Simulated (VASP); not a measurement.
# Ga2O3 (C2/m) in VASP: single point with PBE

Aim: the single point of Ga2O3 with PBE.

All numbers are computed with VASP 6.6.1; they aren't measurements. Logs are shortened: lines on timing, memory, paths and dates and some standing lists are left out, and cuts for length are marked.

## 1. The cell of the first run

The structure is monoclinic, space group C2/m (No. 12). Conventional cell: a = 12.454 Å, b = 3.083 Å, c = 5.877 Å, α = 90.00°, β = 103.71°, γ = 90.00°. Ga (site symmetry m) has 4 O at 1.86 to 1.90 Å within 2.5 Å. Within 2.6 Å of Ga (site symmetry m) lie 6 O at 1.97 to 2.11 Å. O (site symmetry m) has 3 Ga at 1.86 to 1.97 Å within 2.5 Å. O (site symmetry m) has 4 Ga at 1.90 to 2.11 Å within 2.5 Å. Within 2.5 Å of O (site symmetry m) lie 3 Ga at 1.86 to 1.97 Å.

## 2. Single point, PBE

The input, INCAR:

```
PREC = Accurate
ENCUT = 520
EDIFF = 1E-6
ISMEAR = 0
SIGMA = 0.01
LREAL = F
LASPH = T
NELM = 100
ALGO = Normal
ISIF = 2
LWAVE = F
LCHARG = F
GGA = PE
NBANDS = 55
```

The input, KPOINTS:

```
regular mesh
0
Gamma
  7 7 4
```

The input, POSCAR:

```
Ga2O3
1.0
    6.2267868528     -1.5416613249      0.0110388304
    6.2267868528      1.5416613249      0.0110388304
   -1.4029980955      0.0000000000      5.7075906357
Ga O
4 6
Direct
    0.0899565080      0.0899565080      0.7947612406
    0.9100434920      0.9100434920      0.2052387594
    0.6584921813      0.6584921813      0.3141538767
    0.3415078187      0.3415078187      0.6858461233
    0.1635267097      0.1635267097      0.1092140613
    0.8364732903      0.8364732903      0.8907859387
    0.1737044105      0.1737044105      0.5643211242
    0.8262955895      0.8262955895      0.4356788758
    0.4960042324      0.4960042324      0.2566665430
    0.5039957676      0.5039957676      0.7433334570
```

Potentials or basis: VASP PAW PBE potentials, release 64 (Ga_d, O).

The run is started by

```console
> cat potpaw_PBE.64/Ga_d/POTCAR potpaw_PBE.64/O/POTCAR > POTCAR
> mpirun -np 1 vasp_std > vasp.out
```

OUTCAR:

```text
PREC = Accurate
   ENCUT = 520
   EDIFF = 1E-6
   ISMEAR = 0
   LREAL = F
   LASPH = T
   NELM = 100
   ISIF = 2
   GGA = PE

 ion  position               nearest neighbor table
   1  0.090  0.090  0.795-   5 1.86  10 1.86  10 1.86   7 1.90
   2  0.910  0.910  0.205-   6 1.86   9 1.86   9 1.86   8 1.90
   3  0.658  0.658  0.314-   5 1.97   5 1.97   9 1.97   8 2.04   7 2.11   7 2.11
   4  0.342  0.342  0.686-   6 1.97   6 1.97  10 1.97   7 2.04   8 2.11   8 2.11
   5  0.164  0.164  0.109-   1 1.86   3 1.97   3 1.97
   6  0.836  0.836  0.891-   2 1.86   4 1.97   4 1.97
   7  0.174  0.174  0.564-   1 1.90   4 2.04   3 2.11   3 2.11
   8  0.826  0.826  0.436-   2 1.90   3 2.04   4 2.11   4 2.11
   9  0.496  0.496  0.257-   2 1.86   2 1.86   3 1.97
  10  0.504  0.504  0.743-   1 1.86   1 1.86   4 1.97

  LATTYP: Found a base centered monoclinic cell.
 ALAT       =    12.4535932752
 B/A-ratio  =     0.2475849806
 C/A-ratio  =     0.4719520601
 COS(beta)  =    -0.2369847286

  Lattice vectors:

 A1 = (   6.2267868528,  -1.5416613249,   0.0110388304)
 A2 = (   6.2267868528,   1.5416613249,   0.0110388304)
 A3 = (  -1.4029980955,   0.0000000000,   5.7075906357)

Analysis of symmetry for initial positions (statically):
=====================================================================
 Subroutine PRICEL returns:
 Original cell was already a primitive cell.

 Routine SETGRP: Setting up the symmetry group for a
 base centered monoclinic supercell.

 Subroutine GETGRP returns: Found  4 space group operations
 (whereof  4 operations were pure point group operations)
 out of a pool of  4 trial point group operations.

The static configuration has the point symmetry C_2h.

Analysis of symmetry for dynamics (positions and initial velocities):
=====================================================================
 Subroutine PRICEL returns:
 Original cell was already a primitive cell.

 Routine SETGRP: Setting up the symmetry group for a
 base centered monoclinic supercell.

 Subroutine GETGRP returns: Found  4 space group operations
 (whereof  4 operations were pure point group operations)
 out of a pool of  4 trial point group operations.

The dynamic configuration has the point symmetry C_2h.

 Subroutine INISYM returns: Found  4 space group operations
 (whereof  4 operations are pure point group operations),
 and found     1 'primitive' translations

----------------------------------------------------------------------------------------

                                     Primitive cell

  volume of cell :     109.6289

  direct lattice vectors                    reciprocal lattice vectors
     6.226786853 -1.541661325  0.011038830     0.080263259 -0.324325448  0.019729726
     6.226786853  1.541661325  0.011038830     0.080263259  0.324325448  0.019729726
    -1.402998096  0.000000000  5.707590636    -0.000310468  0.000000000  0.175128960

  length of vectors
     6.414804440  6.414804440  5.877499002     0.334691573  0.334691573  0.175129235

  position of ions in fractional coordinates (direct lattice)
     0.089956508  0.089956508  0.794761241
     0.910043492  0.910043492  0.205238759
     0.658492181  0.658492181  0.314153877
     0.341507819  0.341507819  0.685846123
     0.163526710  0.163526710  0.109214061
     0.836473290  0.836473290  0.890785939
     0.173704411  0.173704411  0.564321124
     0.826295589  0.826295589  0.435678876
     0.496004232  0.496004232  0.256666543
     0.503995768  0.503995768  0.743333457

  ion indices of the primitive-cell ions
   primitive index   ion index
                 1           1
                 2           2
                 3           3
                 4           4
                 5           5
                 6           6
                 7           7
                 8           8
                 9           9
                10          10

----------------------------------------------------------------------------------------

 KPOINTS: regular mesh

Automatic generation of k-mesh.
 Grid dimensions read from file:
 generate k-points for:    7    7    4

 Generating k-lattice:

  Cartesian coordinates                     Fractional coordinates (reciprocal lattice)
     0.011466180 -0.046332207  0.002818532     0.142857143 -0.000000000  0.000000000
     0.011466180  0.046332207  0.002818532    -0.000000000  0.142857143  0.000000000
    -0.000077617  0.000000000  0.043782240     0.000000000  0.000000000  0.250000000

  Length of vectors
     0.047813082  0.047813082  0.043782309

  Shift w.r.t. Gamma in fractional coordinates (k-lattice)
     0.000000000  0.000000000  0.000000000

 Subroutine IBZKPT returns following result:
 ===========================================

 Found     60 irreducible k-points:

 Following reciprocal coordinates:
            Coordinates               Weight
  0.000000  0.000000  0.000000      1.000000
  0.142857 -0.000000 -0.000000      4.000000
  0.285714 -0.000000 -0.000000      4.000000
  0.428571 -0.000000  0.000000      4.000000
  0.142857  0.142857 -0.000000      2.000000
  0.285714  0.142857  0.000000      4.000000
[... 16 lines left out ...]
 -0.142857  0.000000  0.250000      4.000000
  0.142857  0.142857  0.250000      2.000000
 [... further k-points ...]
   k-points           NKPTS =     60   k-points in BZ     NKDIM =     60   number of bands    NBANDS=     55
   number of dos      NEDOS =    301   number of ions     NIONS =     10
   total plane-waves  NPLWV = 110592
   dimension x,y,z NGX =    48 NGY =   48 NGZ =   48
   dimension x,y,z NGXF=    96 NGYF=   96 NGZF=   96
   ions per type =               4   6
   NGX,Y,Z   is equivalent  to a cutoff of  12.44, 12.44, 13.58 a.u.
   NGXF,Y,Z  is equivalent  to a cutoff of  24.88, 24.88, 27.15 a.u.
 SYSTEM =  unknown system
   PREC   = accura    normal or accurate (medium, high low for compatibility)
   ISTART =      0    job   : 0-new  1-cont  2-samecut
   ICHARG =      2    charge: 1-file 2-atom 10-const
   ISPIN  =      1    spin polarized calculation?
   LNONCOLLINEAR =      F non collinear calculations
   LSORBIT =      F    spin-orbit coupling
   LASPH  =      T    aspherical Exc in radial PAW
   ENCUT  =  520.0 eV  38.22 Ry    6.18 a.u.  11.93 11.93 10.93*2*pi/ulx,y,z
   NELM   =    100;   NELMIN=  2; NELMDL= -5     # of ELM steps
   EDIFF  = 0.1E-05   stopping-criterion for ELM
   LREAL  =      F    real-space projection
   EDIFFG = 0.1E-04   stopping-criterion for IOM
   NSW    =      0    number of steps for IOM
   IBRION =     -1    ionic relax: 0-MD 1-quasi-New 2-CG
   NFREE  =      0    steps in history (QN), initial steepest desc. (CG)
   ISIF   =      2    stress and relaxation
   ISYM   =      2    0-nonsym 1-usesym 2-fastsym
   POTIM  = 0.5000    time-step for ionic-motion
   TEBEG  =    0.0;   TEEND  =   0.0 temperature during run
   PSTRESS=    0.0 pullay stress
   NELECT =      88.0000    total number of electrons
   NUPDOWN=      -1.0000    fix difference up-down
   EMIN   =  10.00;   EMAX   =-10.00  energy-range for DOS
   EFERMI =   0.00;   METHOD = LEGACY
   ISMEAR =     0;   SIGMA  =   0.01  broadening in eV -4-tet -1-fermi 0-gaus
   EFERMI_NEDOS =   21; number of points for ismear=-14 and -15
   IALGO  =     38    algorithm
   IMIX   =      4    mixing-type and parameters
     AMIX     =   0.40;   BMIX     =  1.00
     AMIX_MAG =   1.60;   BMIX_MAG =  1.00
  volume/ion in A,a.u.               =      10.96        73.98
  Fermi-wavevector in a.u.,A,eV,Ry     =   1.521461  2.875144 31.495344  2.314842
  Thomas-Fermi vector in A             =   2.630173
   LORBIT       =      0    0 simple, 1 ext, 2 COOP (PROOUT), +10 PAW based schemes
   GGA     = PE    functional components
   LHFCALC =     F    Hartree Fock is set to
   AEXX    =    0.0000 exact exchange contribution
   IVDW    =     0    specifies the selected vdW correction
   LEPSILON=     F    determine dielectric tensor
   LRPA    =     F    only Hartree local field effects (RPA)
 non-spin polarized calculation
 Gauss-broadening in eV      SIGMA  =   0.01
  energy-cutoff  :      520.00
  volume of cell :      109.63
 maximum number of plane-waves:      2970
   NGX = 23   NGY = 23   NGZ = 21

 number of electron      87.9999986 magnetization

 Free energy of the ion-electron system (eV)
  ---------------------------------------------------
  ext. energy  EPLUGINS =         0.00000000
  ---------------------------------------------------
  free energy    TOTEN  =       -59.67773724 eV

  energy without entropy =      -59.67773724  energy(sigma->0) =      -59.67773724

 E-fermi :   3.4967     XC(G=0): -11.3745

 val. band max:        3.4334095130   @ k =  -0.4286   0.4286   0.5000
 cond. band min:       5.4362728237   @ k =   0.0000   0.0000   0.0000
 fundamental gap:      2.0028633106
 Fermi energy:         3.4967292896

 k-point     1 :       0.0000    0.0000    0.0000
  band No.  band energies     occupation
      1     -15.1857      2.00000
      2     -14.1270      2.00000
      3     -14.0971      2.00000
      4     -13.9945      2.00000
      5     -13.5520      2.00000
      6     -13.5462      2.00000
[... 47 lines left out ...]
     54      15.4421      0.00000
     55      15.6369      0.00000

 k-point     2 :       0.1429   -0.0000   -0.0000
  band No.  band energies     occupation
      1     -15.0402      2.00000
      2     -14.0982      2.00000
      3     -14.0703      2.00000
      4     -13.9004      2.00000
      5     -13.5584      2.00000
      6     -13.5481      2.00000
[... 47 lines left out ...]
     54      14.4237      0.00000
     55      14.6468      0.00000

 k-point     3 :       0.2857   -0.0000   -0.0000
  band No.  band energies     occupation
      1     -14.6633      2.00000
      2     -14.0364      2.00000
      3     -13.9490      2.00000
      4     -13.7839      2.00000
      5     -13.5651      2.00000
      6     -13.5524      2.00000
[... 1152 lines left out ...]
 k-point    23 :      -0.1429    0.0000    0.2500
  band No.  band energies     occupation
      1     -14.9592      2.00000
      2     -14.2009      2.00000
      3     -14.0479      2.00000
      4     -13.8923      2.00000
      5     -13.6278      2.00000
      6     -13.5154      2.00000
[... 47 lines left out ...]
     54      14.6402      0.00000
     55      14.8643      0.00000

 k-point    24 :       0.1429    0.1429    0.2500
  band No.  band energies     occupation
      1     -15.0234      2.00000
      2     -14.3968      2.00000
      3     -14.1840      2.00000
      4     -13.8205      2.00000
      5     -13.6111      2.00000
      6     -13.5055      2.00000
[... 47 lines left out ...]
     54      15.1514      0.00000
     55      15.6743      0.00000

 [... further k-points ...]
[... 5 lines left out ...]
  --------------------------------------------------------------------------------------
  -------------------------------------------------------------------------------------
  Total        0.3672953      0.4751541      0.3938976      0.0000000      0.0000000      0.0261807
  in kB        5.3678578      6.9441652      5.7566382      0.0000000      0.0000000      0.3826194
  external PRESSURE =       6.0228871 kB  Pullay stress =       0.0000000 kB

 VOLUME and BASIS-vectors are now :
 -----------------------------------------------------------------------------
  energy-cutoff  :      520.00
  volume of cell :      109.63
      direct lattice vectors                 reciprocal lattice vectors
     6.226786853 -1.541661325  0.011038830     0.080263259 -0.324325448  0.019729726
     6.226786853  1.541661325  0.011038830     0.080263259  0.324325448  0.019729726
    -1.402998096  0.000000000  5.707590636    -0.000310468  0.000000000  0.175128960

 POSITION                                       TOTAL-FORCE (eV/Angst)
 -----------------------------------------------------------------------------------
      0.00523      0.00000      4.53816         0.000431      0.000000      0.000072
     11.04534      0.00000      1.19151        -0.000431      0.000000     -0.000072
      7.75982      0.00000      1.80760        -0.010880      0.000000      0.000089
      3.29075      0.00000      3.92207         0.010880      0.000000     -0.000089
      1.88326      0.00000      0.62696         0.021168      0.000000     -0.014723
      9.16731      0.00000      5.10271        -0.021168      0.000000      0.014723
      1.37150      0.00000      3.22475        -0.011940      0.000000     -0.000773
      9.67908      0.00000      2.50492         0.011940      0.000000      0.000773
      5.81692      0.00000      1.47590         0.003995      0.000000      0.005692
      5.23365      0.00000      4.25377        -0.003995      0.000000     -0.005692
 -----------------------------------------------------------------------------------
    total drift:                                0.000000      0.000000     -0.000000

  FREE ENERGIE OF THE ION-ELECTRON SYSTEM (eV)
  ---------------------------------------------------
  free  energy   TOTEN  =       -59.6777372377 eV

  energy  without entropy=      -59.6777372377  energy(sigma->0) =      -59.67773724
```

It took 8.2 min on 1 thread of Intel Xeon Platinum 8488C (Sapphire Rapids), shared host; peak memory 0.48 GiB.

What came out:

```
Free energy            : -59.6777 eV
Pressure               : 0.6 GPa
Largest force          : 0.026 eV/Å
Band gap on the k mesh : 2.00 eV, indirect (least direct gap 2.02 eV)
```

Forces on the atoms (eV/Å):
```
Ga   0.000  0.000  0.000
Ga   0.000  0.000  0.000
Ga  -0.011  0.000  0.000
Ga   0.011  0.000  0.000
O    0.021  0.000 -0.015
O   -0.021  0.000  0.015
O   -0.012  0.000 -0.001
O    0.012  0.000  0.001
O    0.004  0.000  0.006
O   -0.004  0.000 -0.006
```

A k mesh can miss the band edges.
